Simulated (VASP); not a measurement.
A run of VASP 6.6.1:

The input INCAR:

```
SYSTEM = BN
PREC = Accurate
ENCUT = 520
EDIFF = 1E-6
ISMEAR = 0
SIGMA = 0.05
LREAL = .FALSE.
LASPH = .TRUE.
NELM = 100
ALGO = Normal
ISIF = 2
LWAVE = .FALSE.
LCHARG = .TRUE.
GGA = PE
IVDW = 12
LELF = .TRUE.
LVHAR = .TRUE.
NBANDS = 16
```

The input KPOINTS:

```
regular mesh
0
G
  12 12 4
  0 0 0
```

File POSCAR:

```
BN
1.0
    2.3059230574      0.0000000000      0.0000000000
   -1.1529615287      1.9969879469      0.0000000000
    0.0000000000      0.0000000000      7.1461945996
B N
2 2
Direct
    0.3333333333      0.6666666667      0.2500000000
    0.6666666667      0.3333333333      0.7500000000
    0.3333333333      0.6666666667      0.7500000000
    0.6666666667      0.3333333333      0.2500000000
```

Potentials or basis: VASP PAW PBE potentials, release 64 (B, N).

The run is started by

```console
$ cat potpaw_PBE.64/B/POTCAR potpaw_PBE.64/N/POTCAR > POTCAR
$ mpirun -np 1 vasp_std > vasp.out
```

Hardware: 1 thread of AMD EPYC 9R45 96-Core Processor (Zen 5), on a shared host.

How long does it take, and how much memory?

Wall time 16 s on 1 thread of AMD EPYC 9R45 96-Core Processor (Zen 5), on a shared host, peak memory 0.14 GiB. Counts: scf iterations 13, k points 57.
